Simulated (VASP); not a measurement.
# CdBr (P4/mmm) in VASP: a series of runs

Runs on CdBr. Level: PBE. Tasks: single point.

Everything below comes from runs of VASP 6.6.1. Logs are shortened: lines on timing, memory, paths and dates and some standing lists are left out, and cuts for length are marked.

## 1. The cell of the first run

The structure is tetragonal, space group P4/mmm (No. 123). Conventional cell: a = 3.295 Å, b = 3.295 Å, c = 4.745 Å, α = 90.00°, β = 90.00°, γ = 90.00°. Within 4.3 Å of Cd (site symmetry 4/mmm) lie 4 Cd at 3.29 Å and 8 Br at 3.32 Å. Within 4.3 Å of Br (site symmetry 4/mmm) lie 4 Br at 3.29 Å and 8 Cd at 3.32 Å.

## 2. Single point, PBE (25.75 Å³/atom)

File INCAR:

```
PREC     = Accurate       # precision mode
ENCUT    = 520            # plane-wave cutoff, eV
EDIFF    = 1E-7           # SCF threshold, eV
ISMEAR   = -1             # smearing method
SIGMA    = 0.05           # smearing width, eV
LREAL    = F              # projectors in reciprocal space
LASPH    = T              # aspherical terms in the spheres
NELM     = 80             # most SCF steps
ALGO     = Normal         # electronic algorithm
ISIF     = 2              # what is computed and relaxed
LWAVE    = F              # write WAVECAR
LCHARG   = F              # write CHGCAR
GGA      = PE             # functional
NBANDS   = 16             # bands
```

File KPOINTS:

```
regular mesh
0
Gamma
  8 8 6
```

File POSCAR:

```
CdBr
1.0
    3.2945744856      0.0000000000      0.0000000000
    0.0000000000      3.2945744856      0.0000000000
    0.0000000000      0.0000000000      4.7448348510
Cd Br
1 1
Direct
    0.0000000000      0.0000000000      0.0000000000
    0.5000000000      0.5000000000      0.5000000000
```

Potentials or basis: VASP PAW PBE potentials, release 64 (Cd, Br).

Launch:

```bash
$ cat potpaw_PBE.64/Cd/POTCAR potpaw_PBE.64/Br/POTCAR > POTCAR
$ mpirun -np 1 vasp_std > vasp.out
```

OUTCAR:

```text
PREC = Accurate
   ENCUT = 520
   EDIFF = 1E-7
   ISMEAR = -1
   LREAL = F
   LASPH = T
   NELM = 80
   ISIF = 2
   GGA = PE

 ion  position               nearest neighbor table
   1  0.000  0.000  0.000-
   2  0.500  0.500  0.500-

  LATTYP: Found a simple tetragonal cell.
 ALAT       =     3.2945744856
 C/A-ratio  =     1.4401965631

  Lattice vectors:

 A1 = (   3.2945744856,   0.0000000000,   0.0000000000)
 A2 = (   0.0000000000,   3.2945744856,   0.0000000000)
 A3 = (   0.0000000000,   0.0000000000,   4.7448348510)

Analysis of symmetry for initial positions (statically):
=====================================================================
 Subroutine PRICEL returns:
 Original cell was already a primitive cell.

 Routine SETGRP: Setting up the symmetry group for a
 simple tetragonal supercell.

 Subroutine GETGRP returns: Found 16 space group operations
 (whereof 16 operations were pure point group operations)
 out of a pool of 16 trial point group operations.

The static configuration has the point symmetry D_4h.

Analysis of symmetry for dynamics (positions and initial velocities):
=====================================================================
 Subroutine PRICEL returns:
 Original cell was already a primitive cell.

 Routine SETGRP: Setting up the symmetry group for a
 simple tetragonal supercell.

 Subroutine GETGRP returns: Found 16 space group operations
 (whereof 16 operations were pure point group operations)
 out of a pool of 16 trial point group operations.

The dynamic configuration has the point symmetry D_4h.

 Subroutine INISYM returns: Found 16 space group operations
 (whereof 16 operations are pure point group operations),
 and found     1 'primitive' translations

----------------------------------------------------------------------------------------

                                     Primitive cell

  volume of cell :      51.5015

  direct lattice vectors                    reciprocal lattice vectors
     3.294574486  0.000000000  0.000000000     0.303529334  0.000000000  0.000000000
     0.000000000  3.294574486  0.000000000     0.000000000  0.303529334  0.000000000
     0.000000000  0.000000000  4.744834851     0.000000000  0.000000000  0.210755491

  length of vectors
     3.294574486  3.294574486  4.744834851     0.303529334  0.303529334  0.210755491

  position of ions in fractional coordinates (direct lattice)
     0.000000000  0.000000000  0.000000000
     0.500000000  0.500000000  0.500000000

  ion indices of the primitive-cell ions
   primitive index   ion index
                 1           1
                 2           2

----------------------------------------------------------------------------------------

 KPOINTS: regular mesh

Automatic generation of k-mesh.
 Grid dimensions read from file:
 generate k-points for:    8    8    6

 Generating k-lattice:

  Cartesian coordinates                     Fractional coordinates (reciprocal lattice)
     0.037941167  0.000000000  0.000000000     0.125000000  0.000000000  0.000000000
     0.000000000  0.037941167  0.000000000     0.000000000  0.125000000  0.000000000
     0.000000000  0.000000000  0.035125915     0.000000000  0.000000000  0.166666667

  Length of vectors
     0.037941167  0.037941167  0.035125915

  Shift w.r.t. Gamma in fractional coordinates (k-lattice)
     0.000000000  0.000000000  0.000000000

 Subroutine IBZKPT returns following result:
 ===========================================

 Found     60 irreducible k-points:

 Following reciprocal coordinates:
            Coordinates               Weight
  0.000000  0.000000  0.000000      1.000000
  0.125000  0.000000  0.000000      4.000000
  0.250000  0.000000  0.000000      4.000000
  0.375000  0.000000  0.000000      4.000000
  0.500000  0.000000  0.000000      2.000000
  0.125000  0.125000  0.000000      4.000000
[... 16 lines left out ...]
  0.375000  0.125000  0.166667     16.000000
  0.500000  0.125000  0.166667      8.000000
 [... further k-points ...]
   k-points           NKPTS =     60   k-points in BZ     NKDIM =     60   number of bands    NBANDS=     16
   number of dos      NEDOS =    301   number of ions     NIONS =      2
   total plane-waves  NPLWV =  28224
   dimension x,y,z NGX =    28 NGY =   28 NGZ =   36
   dimension x,y,z NGXF=    56 NGYF=   56 NGZF=   72
   ions per type =               1   1
   NGX,Y,Z   is equivalent  to a cutoff of  14.13, 14.13, 12.61 a.u.
   NGXF,Y,Z  is equivalent  to a cutoff of  28.26, 28.26, 25.23 a.u.
 SYSTEM =  unknown system
   PREC   = accura    normal or accurate (medium, high low for compatibility)
   ISTART =      0    job   : 0-new  1-cont  2-samecut
   ICHARG =      2    charge: 1-file 2-atom 10-const
   ISPIN  =      1    spin polarized calculation?
   LNONCOLLINEAR =      F non collinear calculations
   LSORBIT =      F    spin-orbit coupling
   LASPH  =      T    aspherical Exc in radial PAW
   ENCUT  =  520.0 eV  38.22 Ry    6.18 a.u.   6.13  6.13  8.82*2*pi/ulx,y,z
   NELM   =     80;   NELMIN=  2; NELMDL= -5     # of ELM steps
   EDIFF  = 0.1E-06   stopping-criterion for ELM
   LREAL  =      F    real-space projection
   EDIFFG = 0.1E-05   stopping-criterion for IOM
   NSW    =      0    number of steps for IOM
   IBRION =     -1    ionic relax: 0-MD 1-quasi-New 2-CG
   NFREE  =      0    steps in history (QN), initial steepest desc. (CG)
   ISIF   =      2    stress and relaxation
   ISYM   =      2    0-nonsym 1-usesym 2-fastsym
   POTIM  = 0.5000    time-step for ionic-motion
   TEBEG  =    0.0;   TEEND  =   0.0 temperature during run
   PSTRESS=    0.0 pullay stress
   NELECT =      19.0000    total number of electrons
   NUPDOWN=      -1.0000    fix difference up-down
   EMIN   =  10.00;   EMAX   =-10.00  energy-range for DOS
   EFERMI =   0.00;   METHOD = LEGACY
   ISMEAR =    -1;   SIGMA  =   0.05  broadening in eV -4-tet -1-fermi 0-gaus
   EFERMI_NEDOS =   21; number of points for ismear=-14 and -15
   IALGO  =     38    algorithm
   IMIX   =      4    mixing-type and parameters
     AMIX     =   0.40;   BMIX     =  1.00
     AMIX_MAG =   1.60;   BMIX_MAG =  1.00
  volume/ion in A,a.u.               =      25.75       173.77
  Fermi-wavevector in a.u.,A,eV,Ry     =   1.174139  2.218801 18.757018  1.378602
  Thomas-Fermi vector in A             =   2.310541
   LORBIT       =      0    0 simple, 1 ext, 2 COOP (PROOUT), +10 PAW based schemes
   GGA     = PE    functional components
   LHFCALC =     F    Hartree Fock is set to
   AEXX    =    0.0000 exact exchange contribution
   IVDW    =     0    specifies the selected vdW correction
   LEPSILON=     F    determine dielectric tensor
   LRPA    =     F    only Hartree local field effects (RPA)
 non-spin polarized calculation
  energy-cutoff  :      520.00
  volume of cell :       51.50
 maximum number of plane-waves:      1412
 NGX is ok and might be reduce to    28
   NGX = 13   NGY = 13   NGZ = 17

 number of electron      19.0000007 magnetization

 Free energy of the ion-electron system (eV)
  ---------------------------------------------------
  ext. energy  EPLUGINS =         0.00000000
  ---------------------------------------------------
  free energy    TOTEN  =        -2.41443417 eV

  energy without entropy =       -2.40350891  energy(sigma->0) =       -2.40897154

 E-fermi :   2.0769     XC(G=0):  -9.7054

 val. band max:        2.0358331641   @ k =   0.3750   0.1250   0.1667
 cond. band min:       2.0883579105   @ k =   0.3750   0.2500   0.3333
 fundamental gap:      0.0525247464
 Fermi energy:         2.0769043475

 k-point     1 :       0.0000    0.0000    0.0000
  band No.  band energies     occupation
      1     -13.0834      2.00000
      2      -6.6802      2.00000
      3      -6.4101      2.00000
      4      -6.0498      2.00000
      5      -6.0498      2.00000
      6      -5.9908      2.00000
[... 8 lines left out ...]
     15      12.2259      0.00000
     16      15.4108      0.00000

 k-point     2 :       0.1250    0.0000    0.0000
  band No.  band energies     occupation
      1     -12.9945      2.00000
      2      -6.6336      2.00000
      3      -6.3682      2.00000
      4      -6.1106      2.00000
      5      -6.0457      2.00000
      6      -6.0222      2.00000
[... 8 lines left out ...]
     15      12.3599      0.00000
     16      14.6034      0.00000

 k-point     3 :       0.2500    0.0000    0.0000
  band No.  band energies     occupation
      1     -12.7649      2.00000
      2      -6.5577      2.00000
      3      -6.2468      2.00000
      4      -6.2431      2.00000
      5      -6.0969      2.00000
      6      -6.0359      2.00000
[... 8 lines left out ...]
     15      13.7903      0.00000
     16      14.5884      0.00000

 k-point     4 :       0.3750    0.0000    0.0000
  band No.  band energies     occupation
      1     -12.5095      2.00000
      2      -6.5119      2.00000
      3      -6.3710      2.00000
      4      -6.1698      2.00000
      5      -6.1221      2.00000
      6      -6.0260      2.00000
[... 8 lines left out ...]
     15      14.5908      0.00000
     16      15.3489      0.00000
[... 324 lines left out ...]
 k-point    22 :       0.2500    0.1250    0.1667
  band No.  band energies     occupation
      1     -12.6680      2.00000
      2      -6.4735      2.00000
      3      -6.2309      2.00000
      4      -6.2216      2.00000
      5      -6.1253      2.00000
      6      -6.0851      2.00000
[... 8 lines left out ...]
     15      13.6124      0.00000
     16      13.9923      0.00000

 k-point    23 :       0.3750    0.1250    0.1667
  band No.  band energies     occupation
      1     -12.4245      2.00000
      2      -6.4213      2.00000
      3      -6.3267      2.00000
      4      -6.2104      2.00000
      5      -6.0907      2.00000
      6      -6.0677      2.00000
[... 8 lines left out ...]
     15      12.7406      0.00000
     16      14.8271      0.00000

 k-point    24 :       0.5000    0.1250    0.1667
  band No.  band energies     occupation
      1     -12.3152      2.00000
      2      -6.4049      2.00000
      3      -6.3674      2.00000
      4      -6.2364      2.00000
      5      -6.0750      2.00000
      6      -6.0331      2.00000
[... 8 lines left out ...]
     15      13.0671      0.00000
     16      14.3124      0.00000

 [... further k-points ...]

------------------------ aborting loop because EDIFF is reached ----------------------------------------

  FORCE on cell =-STRESS in cart. coord.  units (eV):
  Direction    XX          YY          ZZ          XY          YZ          ZX
  --------------------------------------------------------------------------------------
  -------------------------------------------------------------------------------------
  Total        1.9248160      1.9248160     -1.7028650      0.0000000      0.0000000      0.0000000
  in kB       59.8797593     59.8797593    -52.9750094      0.0000000      0.0000000      0.0000000
  external PRESSURE =      22.2615031 kB  Pullay stress =       0.0000000 kB

 VOLUME and BASIS-vectors are now :
 -----------------------------------------------------------------------------
  energy-cutoff  :      520.00
  volume of cell :       51.50
      direct lattice vectors                 reciprocal lattice vectors
     3.294574486  0.000000000  0.000000000     0.303529334  0.000000000  0.000000000
     0.000000000  3.294574486  0.000000000     0.000000000  0.303529334  0.000000000
     0.000000000  0.000000000  4.744834851     0.000000000  0.000000000  0.210755491

 POSITION                                       TOTAL-FORCE (eV/Angst)
 -----------------------------------------------------------------------------------
      0.00000      0.00000      0.00000         0.000000      0.000000      0.000000
      1.64729      1.64729      2.37242         0.000000      0.000000      0.000000
 -----------------------------------------------------------------------------------
    total drift:                                0.000000      0.000000      0.000000

  FREE ENERGIE OF THE ION-ELECTRON SYSTEM (eV)
  ---------------------------------------------------
  free  energy   TOTEN  =        -2.4144341701 eV

  energy  without entropy=       -2.4035089059  energy(sigma->0) =       -2.40897154
```

It took 27 s on 1 thread of AMD EPYC 9R45 (Zen 5), shared host; peak memory 0.17 GiB.

What came out:

```yaml
Free_energy: -2.4144 eV
Pressure: 2.2 GPa
Band_gap_on_the_k_mesh: zero (an odd number of electrons rules out a gap without spin polarisation)
```

Stress tensor (GPa, compression positive):
```
 5.99  0.00  0.00
 0.00  5.99  0.00
 0.00  0.00 -5.30
```

Caveat: an odd number of electrons without spin polarisation forces a metal; a magnetic or distorted state may lie lower.

(Part 1 of 3 ends here.)
